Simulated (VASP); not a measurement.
Crystal: TeO5.

```
CELL_PARAMETERS angstrom
2.51805 -3.99855 0.00000
2.51805 3.99855 0.00000
0.00000 0.00000 4.43075
ATOMIC_POSITIONS crystal
Te 0.50000 0.50000 0.50000
O 0.65045 0.88104 0.50000
O 0.34955 0.11896 0.50000
O 0.11896 0.34955 0.50000
O 0.88104 0.65045 0.50000
O 0.50000 0.50000 0.00000
```

The cell was built from a structure type or drawn by symmetry, and may not be a known phase.

* Program: VASP 6.6.1
* Task: relaxation of cell and atoms
* Functional: PBE
* Potentials or basis: VASP PAW PBE potentials, release 64 (Te, O)
* Cutoff: 600 eV
* k mesh: 4 × 4 × 4
* Occupations: gaussian, width 0.2 eV
* Spin: no spin polarisation

At the start: pressure 59.2 GPa; volume 14.87 Å³/atom.

Question: How do energy, volume and symmetry change on relaxing?

Answer: Over 26 steps the energy falls by 1744.2 meV/atom and the volume is 15.49 Å³/atom (+4.1 %); space group Cmmm (No. 65, to 0.1 Å) before and after.

Step by step:
```tsv
step	energy change (eV)	largest force (eV/Å)	pressure (GPa)	volume (Å³)
1	0.0000	15.7106	59.21	89.22
2	2.0456	5.6970	-24.06	169.32
3	0.3271	2.7103	-21.09	154.54
4	-1.0326	1.7258	-19.25	143.42
5	-4.9008	1.5797	-17.35	115.21
6	-6.6069	2.0737	-11.03	101.92
7	-6.8721	1.7696	-2.00	95.50
8	-6.8843	2.0083	-6.10	97.55
9	-6.8966	1.9181	-4.75	96.79
10	-8.0251	1.7277	-4.81	92.30
11	-8.8909	2.4670	2.95	84.88
12	-9.4583	2.4737	4.67	83.70
13	-6.6892	12.1592	44.43	79.83
14	-9.5188	2.2598	6.26	83.28
15	-9.5509	0.9776	13.43	82.03
16	-9.6216	1.4749	9.11	82.66
17	-10.1485	0.7003	7.78	84.92
18	-10.2349	1.7806	9.08	86.72
19	-10.2437	1.4246	8.72	86.34
20	-10.4290	0.3274	2.21	89.92
21	-10.4399	0.5111	0.34	91.17
22	-10.4532	0.3041	0.10	91.79
23	-10.4581	0.1073	0.00	92.42
24	-10.4582	0.0809	0.04	92.51
25	-10.4614	0.0625	-0.02	92.61
26	-10.4654	0.0325	-0.07	92.91
```

Final structure:
```
Te O
1.0
     3.01489   -3.92617    0.00000
     3.01489    3.92617    0.00000
     0.00000    0.00000    3.92471
Te O
1 5
Direct
  0.50000 0.50000 0.50000
  0.61300 0.93779 0.50000
  0.38700 0.06221 0.50000
  0.06221 0.38700 0.50000
  0.93779 0.61300 0.50000
  0.50000 0.50000 0.00000
```

Caveat: the k points lie up to 0.40 Å⁻¹ apart in the final cell; the relaxation stopped at a loose force limit of 0.08 eV/Å, so its end isn't a converged minimum.
